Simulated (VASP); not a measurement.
AlNi3:

```
CELL_PARAMETERS angstrom
0.00000 2.80189 2.80189
2.80189 0.00000 2.80189
2.80189 2.80189 0.00000
ATOMIC_POSITIONS crystal
Al 0.50000 0.50000 0.50000
Ni 0.25000 0.25000 0.25000
Ni 0.00000 0.00000 0.00000
Ni 0.75000 0.75000 0.75000
```

Base run:

```yaml
Program: VASP 6.6.1
Functional: PBE
Potentials_or_basis: VASP PAW PBE potentials, release 64 (Al, Ni)
Cutoff: 520 eV
k_mesh: 14 × 14 × 14
Occupations: fermi-dirac, width 0.2 eV
Spin: no spin polarisation
```

Its results: band gap on the k mesh zero (an odd number of electrons rules out a gap without spin polarisation); pressure 8.3 GPa.

**Question.** The run is repeated on the same cell with these changes: occupations from fermi-dirac, width 0.2 eV to fermi-dirac, width 0.01 eV. What comes out?

**Answer.** Band gap on the k mesh zero (an odd number of electrons rules out a gap without spin polarisation); pressure 7.0 GPa.

Caveats: the cell stands under pressure.
